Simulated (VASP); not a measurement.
# TaAlMo3 (R3m) in VASP: relaxation of cell and atoms with PBE

Aim: the relaxation of cell and atoms of TaAlMo3 with PBE.

Program: VASP 6.6.1. These are calculated values, not measurements. Logs are shortened: lines on timing, memory, paths and dates and some standing lists are left out, and cuts for length are marked.

## (1) The cell of the first run

Symmetry: R3m, No. 160, trigonal system. Conventional cell: a = 4.535 Å, b = 4.535 Å, c = 13.633 Å, α = 90.00°, β = 90.00°, γ = 120.00°. Within 3.5 Å of Ta (site symmetry 3m) lie 11 Mo at 2.65 to 3.23 Å and 3 Al at 2.81 Å. Within 3.6 Å of Al (site symmetry 3m) lie 11 Mo at 2.76 to 3.16 Å and 3 Ta at 2.81 Å. Within 3.5 Å of Mo (site symmetry 3m) lie 7 Mo at 2.64 to 3.24 Å and 4 Ta at 2.65 to 3.23 Å and 3 Al at 2.76 Å. Within 3.6 Å of Mo (site symmetry 3m) lie 4 Ta at 2.71 to 3.20 Å and 6 Mo at 2.74 to 2.83 Å and 4 Al at 2.85 to 3.12 Å. Mo (site symmetry 3m) has 7 Mo at 2.64 to 3.24 Å and 3 Ta at 2.72 Å and 4 Al at 2.78 to 3.16 Å within 3.5 Å.

## (2) Relaxation of cell and atoms, PBE

Contents of INCAR:

```
ALGO = Fast ; EDIFF = 1E-7
EDIFFG = -0.01 ; ENCUT = 600
GGA = PE ; IBRION = 2
ISIF = 3 ; ISMEAR = 0
LASPH = T ; LCHARG = F
LREAL = F ; LWAVE = F
NELM = 80 ; NSW = 100
PREC = Accurate ; SIGMA = 0.1
```

Contents of KPOINTS:

```
k-points
0
Gamma
  12 12 12
```

Contents of POSCAR:

```
TaAlMo3
1.0
    2.2674700075      1.3091244192      4.5444182771
   -2.2674700075      1.3091244192      4.5444182771
    0.0000000000     -2.6182488384      4.5444182771
Ta Al Mo
1 1 3
Direct
    0.0953826647      0.0953826647      0.0953826647
    0.5032316319      0.5032316319      0.5032316319
    0.9007582277      0.9007582277      0.9007582277
    0.2942635529      0.2942635529      0.2942635529
    0.7069852355      0.7069852355      0.7069852355
```

Potentials or basis: VASP PAW PBE potentials, release 64 (Ta_pv, Al, Mo_sv).

Command:

```sh
$ cat potpaw_PBE.64/Ta_pv/POTCAR potpaw_PBE.64/Al/POTCAR potpaw_PBE.64/Mo_sv/POTCAR > POTCAR
$ mpirun -np 1 vasp_std > vasp.out
```

OUTCAR:

```text
EDIFF = 1E-7
   EDIFFG = -0.01
   ENCUT = 600
   GGA = PE
   IBRION = 2
   ISIF = 3
   ISMEAR = 0
   LASPH = T
   LREAL = F
   NELM = 80
   NSW = 100
   PREC = Accurate

 ion  position               nearest neighbor table
   1  0.095  0.095  0.095-   3 2.65   4 2.71   5 2.72   5 2.72   5 2.72   2 2.81   2 2.81   2 2.81
                             4 3.20   4 3.20   4 3.20   3 3.23   3 3.23   3 3.23
   2  0.503  0.503  0.503-   3 2.76   3 2.76   3 2.76   5 2.78   1 2.81   1 2.81   1 2.81   4 2.85
                             4 3.12   4 3.12   4 3.12   5 3.16   5 3.16   5 3.16
   3  0.901  0.901  0.901-   5 2.64   1 2.65   4 2.74   4 2.74   4 2.74   2 2.76   2 2.76   2 2.76
                             1 3.23   1 3.23   1 3.23   5 3.24   5 3.24   5 3.24
   4  0.294  0.294  0.294-   1 2.71   3 2.74   3 2.74   3 2.74   5 2.83   5 2.83   5 2.83   2 2.85
                             2 3.12   2 3.12   2 3.12   1 3.20   1 3.20   1 3.20
   5  0.707  0.707  0.707-   3 2.64   1 2.72   1 2.72   1 2.72   2 2.78   4 2.83   4 2.83   4 2.83
                             2 3.16   2 3.16   2 3.16   3 3.24   3 3.24   3 3.24

  LATTYP: Found a trigonal (rhomboedric) cell.
 ALAT       =     5.2447082337
 COS(alpha) =     0.6261732011

  Lattice vectors:

 A1 = (   2.2674700075,   1.3091244192,   4.5444182771)
 A2 = (  -2.2674700075,   1.3091244192,   4.5444182771)
 A3 = (   0.0000000000,  -2.6182488384,   4.5444182771)

Analysis of symmetry for initial positions (statically):
=====================================================================
 Subroutine PRICEL returns:
 Original cell was already a primitive cell.

 Routine SETGRP: Setting up the symmetry group for a
 trigonal (rhombohedral) supercell.

 Subroutine GETGRP returns: Found  6 space group operations
 (whereof  6 operations were pure point group operations)
 out of a pool of 12 trial point group operations.

The static configuration has the point symmetry C_3v.

Analysis of symmetry for dynamics (positions and initial velocities):
=====================================================================
 Subroutine PRICEL returns:
 Original cell was already a primitive cell.

 Routine SETGRP: Setting up the symmetry group for a
 trigonal (rhombohedral) supercell.

 Subroutine GETGRP returns: Found  6 space group operations
 (whereof  6 operations were pure point group operations)
 out of a pool of 12 trial point group operations.

The dynamic configuration has the point symmetry C_3v.

 Subroutine INISYM returns: Found  6 space group operations
 (whereof  6 operations are pure point group operations),
 and found     1 'primitive' translations

----------------------------------------------------------------------------------------

                                     Primitive cell

  volume of cell :      80.9379

  direct lattice vectors                    reciprocal lattice vectors
     2.267470008  1.309124419  4.544418277     0.220510083  0.127311556  0.073350056
    -2.267470008  1.309124419  4.544418277    -0.220510083  0.127311556  0.073350056
     0.000000000 -2.618248838  4.544418277     0.000000000 -0.254623112  0.073350056

  length of vectors
     5.244708234  5.244708234  5.244708234     0.264977659  0.264977659  0.264977659

  position of ions in fractional coordinates (direct lattice)
     0.095382665  0.095382665  0.095382665
     0.503231632  0.503231632  0.503231632
     0.900758228  0.900758228  0.900758228
     0.294263553  0.294263553  0.294263553
     0.706985235  0.706985235  0.706985235

  ion indices of the primitive-cell ions
   primitive index   ion index
                 1           1
                 2           2
                 3           3
                 4           4
                 5           5

----------------------------------------------------------------------------------------

 KPOINTS: k-points

Automatic generation of k-mesh.
 Grid dimensions read from file:
 generate k-points for:   12   12   12

 Generating k-lattice:

  Cartesian coordinates                     Fractional coordinates (reciprocal lattice)
     0.018375840  0.010609296  0.006112505     0.083333333  0.000000000  0.000000000
    -0.018375840  0.010609296  0.006112505     0.000000000  0.083333333  0.000000000
     0.000000000 -0.021218593  0.006112505     0.000000000  0.000000000  0.083333333

  Length of vectors
     0.022081472  0.022081472  0.022081472

  Shift w.r.t. Gamma in fractional coordinates (k-lattice)
     0.000000000  0.000000000  0.000000000

 Subroutine IBZKPT returns following result:
 ===========================================

 Found    189 irreducible k-points:

 Following reciprocal coordinates:
            Coordinates               Weight
  0.000000  0.000000  0.000000      1.000000
  0.083333 -0.000000 -0.000000      6.000000
  0.166667 -0.000000 -0.000000      6.000000
  0.250000  0.000000 -0.000000      6.000000
  0.333333 -0.000000 -0.000000      6.000000
  0.416667  0.000000 -0.000000      6.000000
[... 16 lines left out ...]
  0.500000  0.166667  0.000000     12.000000
 -0.416667  0.166667  0.000000     12.000000
 [... further k-points ...]
   k-points           NKPTS =    189   k-points in BZ     NKDIM =    189   number of bands    NBANDS=     33
   number of dos      NEDOS =    301   number of ions     NIONS =      5
   total plane-waves  NPLWV =  74088
   dimension x,y,z NGX =    42 NGY =   42 NGZ =   42
   dimension x,y,z NGXF=    84 NGYF=   84 NGZF=   84
   ions per type =               1   1   3
   NGX,Y,Z   is equivalent  to a cutoff of  13.31, 13.31, 13.31 a.u.
   NGXF,Y,Z  is equivalent  to a cutoff of  26.63, 26.63, 26.63 a.u.
 SYSTEM =  unknown system
   PREC   = accura    normal or accurate (medium, high low for compatibility)
   ISTART =      0    job   : 0-new  1-cont  2-samecut
   ICHARG =      2    charge: 1-file 2-atom 10-const
   ISPIN  =      1    spin polarized calculation?
   LNONCOLLINEAR =      F non collinear calculations
   LSORBIT =      F    spin-orbit coupling
   LASPH  =      T    aspherical Exc in radial PAW
   ENCUT  =  600.0 eV  44.10 Ry    6.64 a.u.  10.47 10.47 10.47*2*pi/ulx,y,z
   NELM   =     80;   NELMIN=  2; NELMDL= -5     # of ELM steps
   EDIFF  = 0.1E-06   stopping-criterion for ELM
   LREAL  =      F    real-space projection
   EDIFFG = -.1E-01   stopping-criterion for IOM
   NSW    =    100    number of steps for IOM
   IBRION =      2    ionic relax: 0-MD 1-quasi-New 2-CG
   NFREE  =      1    steps in history (QN), initial steepest desc. (CG)
   ISIF   =      3    stress and relaxation
   ISYM   =      2    0-nonsym 1-usesym 2-fastsym
   POTIM  = 0.5000    time-step for ionic-motion
   TEBEG  =    0.0;   TEEND  =   0.0 temperature during run
   PSTRESS=    0.0 pullay stress
   NELECT =      56.0000    total number of electrons
   NUPDOWN=      -1.0000    fix difference up-down
   EMIN   =  10.00;   EMAX   =-10.00  energy-range for DOS
   EFERMI =   0.00;   METHOD = LEGACY
   ISMEAR =     0;   SIGMA  =   0.10  broadening in eV -4-tet -1-fermi 0-gaus
   EFERMI_NEDOS =   21; number of points for ismear=-14 and -15
   IALGO  =     68    algorithm
   IMIX   =      4    mixing-type and parameters
     AMIX     =   0.40;   BMIX     =  1.00
     AMIX_MAG =   1.60;   BMIX_MAG =  1.00
  volume/ion in A,a.u.               =      16.19       109.24
  Fermi-wavevector in a.u.,A,eV,Ry     =   1.447950  2.736228 28.525411  2.096559
  Thomas-Fermi vector in A             =   2.565846
   LORBIT       =      0    0 simple, 1 ext, 2 COOP (PROOUT), +10 PAW based schemes
   GGA     = PE    functional components
   LHFCALC =     F    Hartree Fock is set to
   AEXX    =    0.0000 exact exchange contribution
   IVDW    =     0    specifies the selected vdW correction
   LEPSILON=     F    determine dielectric tensor
   LRPA    =     F    only Hartree local field effects (RPA)
 conjugate gradient relaxation of ions
 non-spin polarized calculation
 RMM-DIIS sequential band-by-band and
 Gauss-broadening in eV      SIGMA  =   0.10
  energy-cutoff  :      600.00
  volume of cell :       80.94
 maximum number of plane-waves:      2721
 NGX is ok and might be reduce to    42
   NGX = 21   NGY = 21   NGZ = 21

--------------------------------------- Ionic step        1  -------------------------------------------

 number of electron      56.0000001 magnetization

 Free energy of the ion-electron system (eV)
  ---------------------------------------------------
  ext. energy  EPLUGINS =         0.00000000
  ---------------------------------------------------
  free energy    TOTEN  =       -48.84177055 eV

  energy without entropy =      -48.82607649  energy(sigma->0) =      -48.83392352

------------------------ aborting loop because EDIFF is reached ----------------------------------------

  FORCE on cell =-STRESS in cart. coord.  units (eV):
  Direction    XX          YY          ZZ          XY          YZ          ZX
  --------------------------------------------------------------------------------------
  -------------------------------------------------------------------------------------
  Total       -0.0936270     -0.0936270      0.0556815      0.0000000     -0.0000000      0.0000000
  in kB       -1.8533586     -1.8533586      1.1022221      0.0000000     -0.0000000      0.0000000
  external PRESSURE =      -0.8681650 kB  Pullay stress =       0.0000000 kB

 VOLUME and BASIS-vectors are now :
 -----------------------------------------------------------------------------
  energy-cutoff  :      600.00
  volume of cell :       80.94
      direct lattice vectors                 reciprocal lattice vectors
     2.267470008  1.309124419  4.544418277     0.220510083  0.127311556  0.073350056
    -2.267470008  1.309124419  4.544418277    -0.220510083  0.127311556  0.073350056
     0.000000000 -2.618248838  4.544418277     0.000000000 -0.254623112  0.073350056
[... 235 lines left out ...]
 POSITION                                       TOTAL-FORCE (eV/Angst)
 -----------------------------------------------------------------------------------
      0.00000      0.00000      1.31072        -0.000000     -0.000000     -0.002695
      0.00000      0.00000      6.85794        -0.000000     -0.000000     -0.002700
      0.00000      0.00000     12.26603        -0.000000     -0.000000     -0.003939
      0.00000      0.00000      4.01092         0.000000      0.000000      0.013665
      0.00000      0.00000      9.63486        -0.000000      0.000000     -0.004331
 -----------------------------------------------------------------------------------
    total drift:                                0.000000     -0.000000      0.000069

  FREE ENERGIE OF THE ION-ELECTRON SYSTEM (eV)
  ---------------------------------------------------
  free  energy   TOTEN  =       -48.8434720151 eV

  energy  without entropy=      -48.8274749062  energy(sigma->0) =      -48.83547346

--------------------------------------- Ionic step        8  -------------------------------------------

 number of electron      56.0000001 magnetization

 Free energy of the ion-electron system (eV)
  ---------------------------------------------------
  ext. energy  EPLUGINS =         0.00000000
  ---------------------------------------------------
  free energy    TOTEN  =       -48.84347811 eV

  energy without entropy =      -48.82747086  energy(sigma->0) =      -48.83547448

 E-fermi :   9.8367     XC(G=0): -12.6084

 val. band max:        9.8285999318   @ k =   0.2500   0.2500  -0.0000
 cond. band min:       9.8424226858   @ k =   0.3333   0.0833   0.0833
 fundamental gap:      0.0138227540
 Fermi energy:         9.8366793104

 k-point     1 :       0.0000    0.0000    0.0000
  band No.  band energies     occupation
      1     -50.8766      2.00000
      2     -50.6479      2.00000
      3     -50.5812      2.00000
      4     -25.2445      2.00000
      5     -25.1933      2.00000
      6     -25.1933      2.00000
[... 853 lines left out ...]
     32      11.6007      0.00000
     33      12.0064      0.00000

 [... further k-points ...]

------------------------ aborting loop because EDIFF is reached ----------------------------------------

  FORCE on cell =-STRESS in cart. coord.  units (eV):
  Direction    XX          YY          ZZ          XY          YZ          ZX
  --------------------------------------------------------------------------------------
  -------------------------------------------------------------------------------------
  Total       -0.0038168     -0.0038168     -0.0008345      0.0000000     -0.0000000      0.0000000
  in kB       -0.0755975     -0.0755975     -0.0165282      0.0000000     -0.0000000      0.0000000
  external PRESSURE =      -0.0559078 kB  Pullay stress =       0.0000000 kB

 VOLUME and BASIS-vectors are now :
 -----------------------------------------------------------------------------
  energy-cutoff  :      600.00
  volume of cell :       80.89
      direct lattice vectors                 reciprocal lattice vectors
     2.267239170  1.308991145  4.542762761     0.220532534  0.127324518  0.073376787
    -2.267239170  1.308991145  4.542762761    -0.220532534  0.127324518  0.073376787
     0.000000000 -2.617982290  4.542762761     0.000000000 -0.254649036  0.073376787

 POSITION                                       TOTAL-FORCE (eV/Angst)
 -----------------------------------------------------------------------------------
      0.00000      0.00000      1.31063        -0.000000     -0.000000     -0.000079
      0.00000      0.00000      6.85756        -0.000000      0.000000     -0.001389
      0.00000      0.00000     12.26530         0.000000     -0.000000      0.000277
      0.00000      0.00000      4.01141         0.000000     -0.000000      0.001388
      0.00000      0.00000      9.63429        -0.000000     -0.000000     -0.000197
 -----------------------------------------------------------------------------------
    total drift:                               -0.000000     -0.000000     -0.000119

  FREE ENERGIE OF THE ION-ELECTRON SYSTEM (eV)
  ---------------------------------------------------
  free  energy   TOTEN  =       -48.8434781061 eV

  energy  without entropy=      -48.8274708579  energy(sigma->0) =      -48.83547448

 reached required accuracy - stopping structural energy minimisation
```

Run time: 1.6 h. Hardware: 1 thread of Oxide Virtual Turin-like, shared host; peak memory 0.67 GiB.

Results:

| Property | Result |
| --- | --- |
| Free energy | -48.8435 eV |
| Relaxed volume | 16.18 Å³/atom |
| Relaxed cell | a = 5.243 Å, b = 5.243 Å, c = 5.243 Å, α = 51.24°, β = 51.24°, γ = 51.24° |
| Space group after relaxing (to 0.1 Å) | R3m (No. 160) |
| Energy gained by relaxing | 0.3 meV/atom |
| Ionic steps | 8 |
| Pressure after relaxing | 0.0 GPa |
| Band gap on the k mesh | zero (bands 28 and 29 overlap by 1.37 eV) |

The path:
| step | energy change (eV) | largest force (eV/Å) | pressure (GPa) | volume (Å³) |
| --- | --- | --- | --- | --- |
| 1 | 0.0000 | 0.1679 | -0.09 | 80.94 |
| 2 | -0.0015 | 0.0341 | 0.15 | 80.84 |
| 3 | -0.0015 | 0.0184 | 0.17 | 80.82 |
| 4 | -0.0016 | 0.0141 | -0.33 | 81.01 |
| 5 | -0.0017 | 0.0088 | -0.09 | 80.93 |
| 6 | -0.0017 | 0.0149 | 0.04 | 80.88 |
| 7 | -0.0017 | 0.0137 | 0.01 | 80.89 |
| 8 | -0.0017 | 0.0014 | -0.01 | 80.89 |

Final structure:
```
CELL_PARAMETERS angstrom
2.26724 1.30899 4.54276
-2.26724 1.30899 4.54276
0.00000 -2.61798 4.54276
ATOMIC_POSITIONS crystal
Ta 0.09617 0.09617 0.09617
Al 0.50319 0.50319 0.50319
Mo 0.89999 0.89999 0.89999
Mo 0.29434 0.29434 0.29434
Mo 0.70693 0.70693 0.70693
```

Levels at points of the mesh, in eV from the Fermi level:
| k point | band 26 | band 27 | band 28 | band 29 | band 30 | band 31 |
| --- | --- | --- | --- | --- | --- | --- |
| (0.00, 0.00, 0.00) | -1.58 | -1.26 | -0.58 | 0.95 | 0.95 | 2.43 |
| (0.50, 0.00, 0.00) | -1.35 | -0.81 | 0.27 | 0.28 | 0.62 | 1.45 |
| (0.50, 0.50, 0.00) | -0.99 | -0.47 | -0.41 | -0.08 | 1.57 | 1.69 |
| (0.50, 0.50, 0.50) | -1.19 | -1.19 | 1.08 | 1.08 | 1.84 | 1.84 |

Caveat: spin-orbit coupling is left out, which moves the levels of the heavy elements.
